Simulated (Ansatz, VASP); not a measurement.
# One calculation of Ru4Rh, two programs

```
CELL_PARAMETERS angstrom
2.67525 0.00000 0.00000
-1.33763 2.31684 0.00000
0.00000 0.00000 24.44880
ATOMIC_POSITIONS crystal
Ru 0.00000 0.00000 0.32983
Ru 0.33333 0.66667 0.41301
Ru 0.33333 0.66667 0.58699
Ru 0.00000 0.00000 0.67017
Rh 0.00000 0.00000 0.50000
```

Alike in both runs: task single point; functional LDA; k mesh 14 × 14 × 1; occupations fermi-dirac, width 0.1 eV; no spin polarisation.

```csv
,VASP,Ansatz
version,VASP 6.6.1,Ansatz 0.2.0
potentials or method,"VASP PAW LDA potentials, release 64 (Ru_pv, Rh_pv), cutoff 520 eV","all-electron LAPW, scalar-relativistic"
```

Ansatz gave:

```
rms of the force components (eV/Å) : 0.144
```

Task: What did VASP give for the same quantities?

Result: rms of the force components (eV/Å): 0.132.

LDA's correlation is that of Perdew and Zunger in VASP and of Perdew and Wang (1992) in Ansatz. Ansatz ran all-electron here, and VASP with PAW potentials.
